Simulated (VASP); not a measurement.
Wanted: the native input for a VASP 6.6.1 run.

| Property | Result |
| --- | --- |
| Task | single point |
| Functional | PBE |
| Potentials or basis | VASP PAW PBE potentials, release 64 (Cu, W_sv) |
| Cutoff | 520 eV |
| k mesh | 12 × 12 × 8 |
| Occupations | gaussian, width 0.1 eV |
| Spin | no spin polarisation |
| Dipole correction | no |
| Further INCAR settings | ALGO = Fast; EDIFF = 1e-06; NBANDS = 33 |

The structure of CuW lies in POSCAR:

```
CuW
1.0
    3.8291325067      0.0000000000      0.0000000000
   -1.9145662533      3.3161260253      0.0000000000
    0.0000000000      0.0000000000      5.1846111837
Cu W
2 2
Direct
    0.3333333333      0.6666666667      0.2500000000
    0.6666666667      0.3333333333      0.7500000000
    0.0000000000      0.0000000000      0.0000000000
    0.0000000000      0.0000000000      0.5000000000
```

The cell was generated, and may not be a known phase.

One way to write it, as run:

INCAR

```
SYSTEM = CuW
  PREC = Accurate
  ENCUT = 520
  EDIFF = 1E-6
  ISMEAR = 0
  SIGMA = 0.1
  LREAL = .False.
  LASPH = .True.
  NELM = 60
  ALGO = Fast
  ISIF = 2
  LWAVE = .False.
  LCHARG = .False.
  GGA = PE
  NBANDS = 33
```

KPOINTS

```
Automatic mesh
0
Gamma
  12 12 8
  0 0 0
```

Potentials or basis: VASP PAW PBE potentials, release 64 (Cu, W_sv).

Command:

```bash
$ cat potpaw_PBE.64/Cu/POTCAR potpaw_PBE.64/W_sv/POTCAR > POTCAR
$ mpirun -np 1 vasp_std > vasp.out
```

It gave:

| Item | Value |
| --- | --- |
| Pressure | 0.9 GPa |
| Band gap on the k mesh | zero (bands 25 and 26 overlap by 1.29 eV) |

Caveat: spin-orbit coupling is left out, which moves the levels of the heavy elements.

Wall time 8.8 min on 1 thread of Intel Xeon 8259CL, with other jobs on the host, peak memory 0.3 GiB.
